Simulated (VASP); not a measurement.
Wanted: the native input for a VASP 6.6.1 run.

```
Task                   : single point
Functional             : PBE
Potentials or basis    : VASP PAW PBE potentials, release 64 (Os)
Cutoff                 : 520 eV
k mesh                 : 8 × 8 × 6
Occupations            : gaussian, width 0.1 eV
Spin                   : no spin polarisation
Dipole correction      : no
Further INCAR settings : ALGO = Normal; EDIFF = 1e-06; NBANDS = 10
```

The structure of Os lies in POSCAR:

```
Os
1.0
    1.0872243000     -2.0298561200      0.0000000000
    1.0872243000      2.0298561200      0.0000000000
    0.0000000000      0.0000000000      3.1699121100
Os
1
Direct
    0.0000000000      0.0000000000      0.0000000000
```

These files were run (other wordings do the same):

INCAR

```
PREC = Accurate ; ENCUT = 520
EDIFF = 1E-6 ; ISMEAR = 0
SIGMA = 0.1 ; LREAL = False
LASPH = True ; NELM = 100
ALGO = Normal ; ISIF = 2
LWAVE = False ; LCHARG = False
GGA = PE ; NBANDS = 10
```

KPOINTS

```
regular mesh
0
Gamma
  8 8 6
```

Potentials or basis: VASP PAW PBE potentials, release 64 (Os).

Run with:

```console
$ cat potpaw_PBE.64/Os/POTCAR > POTCAR
$ mpirun -np 1 vasp_std > vasp.out
```

Results of the run:

```json
{
 "Pressure": "177.7 GPa",
 "Band gap on the k mesh": "zero (band 4 reaches 11.73 eV, above the bottom of band 5 at 7.47 eV)"
}
```

Caveat: the k points lie up to 0.41 Å⁻¹ apart; spin-orbit coupling is left out, which moves the levels of the heavy elements.

Wall time 4.3 s on 1 thread of AMD EPYC 9R45 (Zen 5), with other jobs on the host, peak memory 0.1 GiB.
